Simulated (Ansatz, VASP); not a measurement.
## MgB2: VASP beside Ansatz

```
CELL_PARAMETERS angstrom
3.07290 0.00000 0.00000
-1.53645 2.66121 0.00000
0.00000 0.00000 3.53200
ATOMIC_POSITIONS crystal
Mg 0.00000 0.00000 0.00000
B 0.33333 0.66667 0.50000
B 0.66667 0.33333 0.50000
```

Alike in both runs: functional PBE; k mesh 15 × 15 × 12; occupations gaussian, width 0.1 eV; no spin polarisation.

Ansatz relaxed the structure, and its values are those at the end. VASP's run is a single point on that final structure, the one shown.

|  | VASP | Ansatz |
| --- | --- | --- |
| version | VASP 6.6.1 | Ansatz 0.2.0 |
| potentials or method | VASP PAW PBE potentials, release 64 (Mg, B), cutoff 520 eV | scalar-relativistic, plane waves, PAW |
| valence electrons in the cell | 8 | 16 |

|  | VASP | Ansatz | Ansatz less VASP |
| --- | --- | --- | --- |
| gap on the k mesh at the Fermi level (eV) | none | none | - |
| pressure (GPa) | -0.3 | 0.0 | +0.26 |

A gap of «none» marks a metal or a gap that the smearing closes. The functional is the same, so the differences come from potentials, cutoffs and numerics. VASP's potentials hold 8 valence electrons a cell and Ansatz's 16, so a difference there can come from the potentials and not from the codes.
